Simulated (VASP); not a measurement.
# W: single point with LDA

W:

```
W
1.0
     0.00000    2.29634    2.03000
     2.03000    0.00000    2.03000
     2.03000    2.29634    0.00000
W
1
Direct
  0.00000 0.00000 0.00000
```

This cell differs from its parent crystal: strain +0.1312 x Voigt [0, 1, 0, 0, 0, 0].

| Property | Result |
| --- | --- |
| Program | VASP 6.6.1 |
| Task | single point |
| Functional | LDA |
| Potentials or basis | VASP PAW LDA potentials, release 64 (W_sv) |
| Cutoff | 520 eV |
| k mesh | 20 × 20 × 20 |
| Occupations | gaussian, width 0.15 eV |
| Spin | no spin polarisation |
| Dipole correction | no |
| Further INCAR settings | ALGO = Fast; EDIFF = 1e-07; NBANDS = 13 |

The pressure is -39.2 GPa and the band gap on the k mesh is zero (band 7 reaches 11.78 eV, above the bottom of band 8 at 8.27 eV).

Stress tensor (GPa, compression positive):
```
-42.17   0.00   0.00
  0.00 -33.25   0.00
  0.00   0.00 -42.17
```

Levels at points of the mesh, in eV from the Fermi level:
| k point | band 4 | band 5 | band 6 | band 7 | band 8 | band 9 | band 10 | band 11 |
| --- | --- | --- | --- | --- | --- | --- | --- | --- |
| (0.00, 0.00, 0.00) | -37.73 | -8.37 | -1.57 | -0.09 | -0.09 | 0.67 | 2.78 | 12.66 |
| (0.50, 0.00, 0.00) | -37.77 | -5.05 | -1.54 | -0.08 | 0.29 | 3.47 | 4.09 | 8.27 |
| (0.50, 0.50, 0.00) | -38.03 | -4.73 | -3.89 | 3.07 | 3.44 | 3.52 | 5.31 | 9.40 |
| (0.50, 0.00, 0.50) | -37.90 | -4.96 | -3.82 | 0.99 | 3.97 | 4.29 | 4.29 | 8.64 |

Wall time 97 s on 1 thread of AMD EPYC 9R45 96-Core Processor (Zen 5) (shared host), peak memory 0.22 GiB.

Caveat: the cell differs from its parent crystal (strain +0.1312 x Voigt [0, 1, 0, 0, 0, 0]); spin-orbit coupling is left out, which moves the levels of the heavy elements.
